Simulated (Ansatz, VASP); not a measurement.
**PtSe2: VASP beside Ansatz**

The input INCAR:

```
PREC = Accurate ; ENCUT = 520
EDIFF = 1E-6 ; ISMEAR = 0
SIGMA = 0.05 ; LREAL = False
LASPH = True ; NELM = 80
ALGO = Normal ; ISIF = 2
LWAVE = False ; LCHARG = False
GGA = PE ; NBANDS = 18
```

Contents of KPOINTS:

```
Automatic mesh
0
Gamma
  12 12 4
```

The input POSCAR:

```
PtSe2
1.0
    3.7516620337      0.0000000000      0.0000000000
   -1.8758310169      3.2490346276      0.0000000000
    0.0000000000      0.0000000000      6.8205880828
Pt Se
1 2
Direct
    0.0000000000      0.0000000000      0.0000000000
    0.3333333333      0.6666666667      0.2001869949
    0.6666666667      0.3333333333      0.7998130051
```

Input for Ansatz:

```yaml
crystal:
  lattice:
    - [3.7516620337, 0.0, 0.0]
    - [-1.8758310169, 3.2490346276, 0.0]
    - [0.0, 0.0, 6.8205880828]
  atoms:
    - { symbol: Pt, position: [0.0, 0.0, 0.0] }
    - { symbol: Se, position: [0.3333333333, 0.6666666667, 0.2001869949] }
    - { symbol: Se, position: [0.6666666667, 0.3333333333, 0.7998130051] }
basis:
  ecutwfc: 420
kpoints:
  mp_grid: { grid: [12, 12, 4] }
hamiltonian:
  xc: pbe
scf:
  occupations: { method: gaussian, width: 0.05 }
output:
  forces: true
  stress: true
  eigenvalues: true
```

Change from the starting cell: strain +0.0450 x Voigt [0, 0, 1, 0, 0, 0], atoms carried along.

Alike in both runs: task single point; functional PBE; k mesh 12 × 12 × 4; occupations gaussian, width 0.05 eV; no spin polarisation.

```csv
,VASP,Ansatz
version,VASP 6.6.1,Ansatz 0.2.0
potentials or method,"VASP PAW PBE potentials, release 64 (Pt, Se), cutoff 520 eV","scalar-relativistic, plane waves, PAW"
valence electrons in the cell,22,50
```

```tsv
	VASP	Ansatz	Ansatz less VASP
gap on the k mesh at the Fermi level (eV)	1.03	1.04	+0.011
least direct gap on the mesh (eV)	1.17	1.18	+0.010
pressure (GPa)	-2.8	-2.8	+0.05
traceless stress, the component that is largest in VASP (GPa)	-0.56	-0.57	-0.010
rms of the force components (eV/Å)	0.295	0.293	-0.0018
```

Atom by atom the forces differ by 0.002 eV/Å (rms over components). VASP's potentials hold 22 valence electrons a cell and Ansatz's 50, so a difference there can come from the potentials and not from the codes.

Spin-orbit coupling is off throughout.
